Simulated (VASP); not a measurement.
# BN (F-43m) in VASP: further runs, part 2 of 3

VASP 6.6.1. The steps go on from the part before.

### 3 Elastic constants, PBEsol

This run uses another cell than the first one, of 5.81 Å³/atom, 1.015 times its volume.

INCAR reads:

```
PREC = Accurate
ENCUT = 600
EDIFF = 1E-8
ISMEAR = 0
SIGMA = 0.01
LREAL = False
LASPH = True
NELM = 60
ALGO = Normal
ISIF = 3
LWAVE = False
LCHARG = False
GGA = PS
NBANDS = 11
IBRION = 6
NFREE = 2
POTIM = 0.015
NSW = 1
```

KPOINTS reads:

```
Automatic mesh
0
Gamma
  12 12 12
```

POSCAR reads:

```
BN
1.0
    0.0000000000      1.7982306997      1.7982306997
    1.7982306997      0.0000000000      1.7982306997
    1.7982306997      1.7982306997      0.0000000000
B N
1 1
Direct
    0.0000000000      0.0000000000      0.0000000000
    0.7500000000      0.7500000000      0.7500000000
```

Potentials or basis: VASP PAW PBE potentials, release 64 (B, N).

Run with:

```sh
$ cat potpaw_PBE.64/B/POTCAR potpaw_PBE.64/N/POTCAR > POTCAR
$ mpirun -np 1 vasp_std > vasp.out
```

Run time: 4.2 min. Hardware: 1 thread of Intel Xeon 6975P-C, shared host; peak memory 0.24 GiB.

The run converged. Its results:

- Elastic constants C11, C12, C44: 805, 191, 466 GPa
- Voigt bulk modulus: 396 GPa
- Highest phonon frequency at Γ, LO-TO splitting left out: 1060 cm⁻¹

Phonon frequencies in cm⁻¹ (negative: imaginary):
```csv
q point,frequencies
"(0.000, 0.000, 0.000)",0 0 0 1060 1060 1060
```

Elastic tensor in Voigt notation (GPa, in the Cartesian axes of the cell as first typed):
```
805 191 191   0   0   0
191 805 191   0   0   0
191 191 805   0   0   0
  0   0   0 466   0   0
  0   0   0   0 466   0
  0   0   0   0   0 466
```

Clamped-ion elastic tensor (GPa):
```
805 191 191   0   0   0
191 805 191   0   0   0
191 191 805   0   0   0
  0   0   0 471   0   0
  0   0   0   0 471   0
  0   0   0   0   0 471
```

Caveat: the cell is under stress, which shifts elastic constants; the PAW data sets were made with another functional, which shifts forces and pressure a little.

### 4 Vibrations by perturbation theory, PBEsol

This run uses another cell than the first one, of 5.80 Å³/atom, 1.012 times its volume.

INCAR reads:

```
SYSTEM = BN
ALGO = Normal
EDIFF = 1E-8
ENCUT = 520
GGA = PS
IBRION = 8
ISIF = 2
ISMEAR = 0
LASPH = .TRUE.
LCHARG = .FALSE.
LEPSILON = .TRUE.
LREAL = .FALSE.
LWAVE = .FALSE.
NELM = 100
NSW = 1
PREC = Accurate
SIGMA = 0.01
```

KPOINTS reads:

```
k-points
0
G
  12 12 12
  0 0 0
```

POSCAR reads:

```
BN
1.0
    0.0000000000      1.7967293869      1.7967293869
    1.7967293869      0.0000000000      1.7967293869
    1.7967293869      1.7967293869      0.0000000000
B N
1 1
Direct
    0.0000000000      0.0000000000      0.0000000000
    0.7500000000      0.7500000000      0.7500000000
```

Potentials or basis: VASP PAW PBE potentials, release 64 (B, N).

Run with:

```sh
$ cat potpaw_PBE.64/B/POTCAR potpaw_PBE.64/N/POTCAR > POTCAR
$ mpirun -np 1 vasp_std > vasp.out
```

OUTCAR:

```text
SYSTEM = BN
   EDIFF = 1E-8
   ENCUT = 520
   GGA = PS
   IBRION = 8
   ISIF = 2
   ISMEAR = 0
   LASPH = .TRUE.
   LEPSILON = .TRUE.
   LREAL = .FALSE.
   NELM = 100
   NSW = 1
   PREC = Accurate

 ion  position               nearest neighbor table
   1  0.000  0.000  0.000-   2 1.56   2 1.56   2 1.56   2 1.56
   2  0.750  0.750  0.750-   1 1.56   1 1.56   1 1.56   1 1.56

  LATTYP: Found a face centered cubic cell.
 ALAT       =     3.5934587738

  Lattice vectors:

 A1 = (   0.0000000000,   1.7967293869,   1.7967293869)
 A2 = (   1.7967293869,   0.0000000000,   1.7967293869)
 A3 = (   1.7967293869,   1.7967293869,   0.0000000000)

Analysis of symmetry for initial positions (statically):
=====================================================================
 Subroutine PRICEL returns:
 Original cell was already a primitive cell.

 Routine SETGRP: Setting up the symmetry group for a
 face centered cubic supercell.

 Subroutine GETGRP returns: Found 24 space group operations
 (whereof 24 operations were pure point group operations)
 out of a pool of 48 trial point group operations.

The static configuration has the point symmetry T_d .

Analysis of symmetry for dynamics (positions and initial velocities):
=====================================================================
 Subroutine PRICEL returns:
 Original cell was already a primitive cell.

 Routine SETGRP: Setting up the symmetry group for a
 face centered cubic supercell.
[... 522 lines left out ...]

 PIEZOELECTRIC TENSOR (including local field effects)  for field in x, y, z        (C/m^2)
          XX          YY          ZZ          XY          YZ          ZX
  --------------------------------------------------------------------------------
  x    -0.00000     0.00000     0.00000     0.00000     1.03085     0.00000
  y     0.00000     0.00000     0.00000     0.00000     0.00000     1.03085
  z     0.00000     0.00000    -0.00000     1.03085     0.00000     0.00000

 BORN EFFECTIVE CHARGES (including local field effects) (in |e|, cummulative output)
 ---------------------------------------------------------------------------------
 ion    1
    1     1.89424     0.00000    -0.00000
    2     0.00000     1.89424    -0.00000
    3     0.00000     0.00000     1.89424
 ion    2
    1    -1.89424    -0.00000     0.00000
    2    -0.00000    -1.89424     0.00000
    3    -0.00000    -0.00000    -1.89424

 INTERNAL STRAIN TENSOR FOR ION    2 for displacements in x,y,z  (eV/Angst):
          X           Y           Z          XY          YZ          ZX
  --------------------------------------------------------------------------------
  x    -0.00000     0.00000     0.00000     0.00000     3.09771     0.00000
  y    -0.00000    -0.00000    -0.00000     0.00000     0.00000     3.09771
  z    -0.00000     0.00000    -0.00000     3.09771     0.00000     0.00000

 SECOND DERIVATIVES (NOT SYMMETRIZED)
 ------------------------------------
               1X          1Y          1Z          2X          2Y          2Z
  1X   -25.346841    0.000000    0.000000   25.346841    0.000000    0.000000
  1Y     0.000000  -25.346841    0.000000    0.000000   25.346841    0.000000
  1Z     0.000000    0.000000  -25.346841    0.000000    0.000000   25.346841
  2X    25.342799    0.000000    0.000000  -25.342799    0.000000    0.000000
  2Y     0.000000   25.342799    0.000000    0.000000  -25.342799    0.000000
  2Z     0.000000    0.000000   25.342799    0.000000    0.000000  -25.342799

 Eigenvectors and eigenvalues of the dynamical matrix
 ----------------------------------------------------

   1 f  =   31.865151 THz   200.214650 2PiTHz 1062.907031 cm-1   131.783617 meV
             X         Y         Z           dx          dy          dz
      0.000000  0.000000  0.000000    -0.751214    0.000000    0.000000
      2.695094  2.695094  2.695094     0.660059    0.000000    0.000000
[... 21 lines left out ...]
   6 f/i=    0.001260 THz     0.007918 2PiTHz    0.042033 cm-1     0.005211 meV
             X         Y         Z           dx          dy          dz
      0.000000  0.000000  0.000000     0.000000    0.000000   -0.660059
      2.695094  2.695094  2.695094     0.000000    0.000000   -0.751214

--------------------------------------------------------------------------------------------------------

 MACROSCOPIC STATIC DIELECTRIC TENSOR IONIC CONTRIBUTION
 ------------------------------------------------------
           2.208348    -0.000000     0.000000
          -0.000000     2.208348    -0.000000
           0.000000    -0.000000     2.208348
 ------------------------------------------------------

 ELASTIC MODULI CONTR FROM IONIC RELAXATION (kBar)
 Direction    XX          YY          ZZ          XY          YZ          ZX
 --------------------------------------------------------------------------------
 XX          -0.0000     -0.0000      0.0000     -0.0000     -0.0000     -0.0000
 YY          -0.0000     -0.0000      0.0000      0.0000     -0.0000     -0.0000
 ZZ           0.0000      0.0000     -0.0000     -0.0000      0.0000      0.0000
 XY          -0.0000      0.0000     -0.0000    -49.5814     -0.0000      0.0000
 YZ          -0.0000     -0.0000      0.0000     -0.0000    -49.5814      0.0000
 ZX          -0.0000     -0.0000      0.0000      0.0000      0.0000    -49.5814
 --------------------------------------------------------------------------------

 PIEZOELECTRIC TENSOR IONIC CONTR  for field in x, y, z        (C/m^2)
          XX          YY          ZZ          XY          YZ          ZX
  --------------------------------------------------------------------------------
  x    -0.00000    -0.00000     0.00000    -0.00000    -0.31136     0.00000
  y    -0.00000    -0.00000     0.00000     0.00000     0.00000    -0.31136
  z    -0.00000     0.00000    -0.00000    -0.31136    -0.00000     0.00000
```

stdout:

```text
POSCAR found type information on POSCAR B N
 POSCAR found :  2 types and       2 ions
 scaLAPACK will be used
 -----------------------------------------------------------------------------
|                                                                             |
|                                                                             |
[... 39 lines left out ...]
 first order change of Fermi-energy  -0.55826E-05
 force on displaced ion       1 direction 1 : -25.347   0.000   0.000
 Born effective charge ion    1 direction 1 :   1.894   0.000   0.000
 Linear response progress:
 first order change of Fermi-energy   0.26995E-03
 force on displaced ion       2 direction 1 : -25.343  -0.000  -0.000
 Born effective charge ion    2 direction 1 :  -1.894   0.000   0.000
 Born effective charges drift removed
 Linear response finished
```

It took 4.7 min on 1 thread of AMD EPYC 7R13, shared host; peak memory 0.19 GiB.

What came out:

```
Electronic dielectric tensor (diagonal)                 : 4.62
Born charges (mean of the diagonal)                     : B +1.89; N -1.89 e
Highest phonon frequency at Γ, LO-TO splitting left out : 1063 cm⁻¹
```

Phonon frequencies in cm⁻¹ (negative: imaginary):
```tsv
q point	frequencies
(0.000, 0.000, 0.000)	0 0 0 1063 1063 1063
```

Electronic dielectric tensor:
```
4.62 0.00 0.00
0.00 4.62 0.00
0.00 0.00 4.62
```

Born effective charge tensors (e):
atom 1, B
```
1.89 0.00 0.00
0.00 1.89 0.00
0.00 0.00 1.89
```
atom 2, N
```
-1.89  0.00  0.00
 0.00 -1.89  0.00
 0.00  0.00 -1.89
```

Caveat: the cell wasn't relaxed at this level first, which shifts response properties; the PAW data sets were made with another functional, which shifts forces and pressure a little.

(Continued in part 3 of 3.)
